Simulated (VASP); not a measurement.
The system is TlSnCl3.

```
Tl Sn Cl
1.0
     5.57709    0.00000    0.00000
     0.00000    5.57709    0.00000
     0.00000    0.00000    5.57709
Tl Sn Cl
1 1 3
Cartesian
  0.0000 0.0000 0.0000
  2.7885 2.7885 2.7885
  2.7885 2.7885 0.0000
  2.7885 0.0000 2.7885
  0.0000 2.7885 2.7885
```

```yaml
Program: VASP 6.6.1
Task: relaxation of cell and atoms
Functional: LDA
Potentials_or_basis: VASP PAW LDA potentials, release 64 (Tl_d, Sn_d, Cl)
Cutoff: 600 eV
k_mesh: 4 × 4 × 4
Occupations: fermi-dirac, width 0.02 eV
Spin: no spin polarisation
```

At the start: pressure -2.6 GPa; volume 34.69 Å³/atom.

Question: Where does the relaxation end?

Answer: Over 4 steps the energy falls by 33.3 meV/atom and the volume is 30.87 Å³/atom (-11.0 %); space group Pm-3m (No. 221, to 0.1 Å) before and after.

Step by step:
| step | energy change (eV) | largest force (eV/Å) | pressure (GPa) | volume (Å³) |
| --- | --- | --- | --- | --- |
| 1 | 0.0000 | 0.0000 | -2.65 | 173.47 |
| 2 | -0.1529 | 0.0000 | -0.77 | 159.47 |
| 3 | -0.1663 | 0.0000 | -0.11 | 155.06 |
| 4 | -0.1666 | 0.0000 | 0.02 | 154.36 |

Final structure:
```cif
data_structure
_symmetry_space_group_name_H-M 'P 1'
_symmetry_Int_Tables_number 1
_cell_length_a 5.3643
_cell_length_b 5.3643
_cell_length_c 5.3643
_cell_angle_alpha 90.000
_cell_angle_beta 90.000
_cell_angle_gamma 90.000
_cell_volume 154.36
loop_
_atom_site_label
_atom_site_type_symbol
_atom_site_fract_x
_atom_site_fract_y
_atom_site_fract_z
_atom_site_occupancy
Tl1 Tl 0.00000 0.00000 0.00000 1
Sn1 Sn 0.50000 0.50000 0.50000 1
Cl1 Cl 0.50000 0.50000 0.00000 1
Cl2 Cl 0.50000 0.00000 0.50000 1
Cl3 Cl 0.00000 0.50000 0.50000 1
```
